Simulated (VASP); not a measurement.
# Li: single point with PBE

Crystal: Li.

```xyz
2
Lattice="3.0593 0.0000 0.0000 -1.5297 2.6494 0.0000 0.0000 0.0000 4.9877" Properties=species:S:1:pos:R:3 pbc="T T T"
Li    0.0000    1.7663    1.2469
Li    1.5297    0.8831    3.7408
```

* Program: VASP 6.6.1
* Task: single point
* Functional: PBE
* Potentials or basis: VASP PAW PBE potentials, release 64 (Li_sv)
* Cutoff: 520 eV
* k mesh: 21 × 21 × 12
* Occupations: gaussian, width 0.1 eV
* Spin: no spin polarisation
* Dipole correction: no
* Further INCAR settings: ALGO = Normal; EDIFF = 1e-07; NBANDS = 10

| Property | Result |
| --- | --- |
| Band gap on the k mesh | zero (band 3 reaches 2.80 eV, above the bottom of band 4 at -1.81 eV) |

Levels at points of the mesh, in eV from the Fermi level:
| k point | band 1 | band 2 | band 3 | band 4 | band 5 | band 6 | band 7 | band 8 |
| --- | --- | --- | --- | --- | --- | --- | --- | --- |
| (0.00, 0.00, 0.00) | -46.51 | -46.49 | -3.55 | 0.01 | 2.96 | 12.47 | 12.47 | 13.88 |
| (0.00, 0.00, 0.50) | -46.50 | -46.50 | -2.43 | -2.43 | 8.03 | 8.03 | 13.39 | 13.39 |

Run time: 88 s on 1 thread of AMD EPYC 7R13 Processor (Zen 3), on a shared host, peak memory 0.2 GiB.
